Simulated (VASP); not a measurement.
**Y: single point with revPBE**

Crystal: Y.

```
CELL_PARAMETERS angstrom
5.55034 0.00000 0.00000
-2.77517 4.80673 0.00000
0.00000 0.00000 3.46620
ATOMIC_POSITIONS crystal
Y 0.00000 0.00000 0.00000
Y 0.33333 0.66667 0.50000
Y 0.66667 0.33333 0.50000
```

This isn't the form of Y at room conditions, which is hcp.

```json
{
 "Program": "VASP 6.6.1",
 "Task": "single point",
 "Functional": "revPBE",
 "Potentials or basis": "VASP PAW PBE potentials, release 64 (Y_sv)",
 "Cutoff": "520 eV",
 "k mesh": "7 × 7 × 10",
 "Occupations": "fermi-dirac, width 0.1 eV",
 "Spin": "no spin polarisation",
 "Dipole correction": "no",
 "Further INCAR settings": "ALGO = Normal; EDIFF = 1e-06; NBANDS = 24"
}
```

```yaml
Pressure: 3.4 GPa
Band_gap_on_the_k_mesh: zero (an odd number of electrons rules out a gap without spin polarisation)
```

Stress tensor (GPa, compression positive):
```
3.51 0.00 0.00
0.00 3.51 0.00
0.00 0.00 3.23
```

Levels at points of the mesh, in eV from the Fermi level:
```tsv
k point	band 15	band 16	band 17	band 18	band 19	band 20
(0.00, 0.00, 0.00)	0.10	0.10	0.16	0.16	0.53	1.83
(0.00, 0.00, 0.50)	-1.19	-1.05	-0.72	-0.72	1.79	1.79
```

Run time: 2.5 min on 1 thread of Oxide Virtual Turin-like Processor (shared host), peak memory 0.24 GiB.

Caveat: the cell stands under pressure; the PAW data sets were made with another functional, which shifts forces and pressure a little.
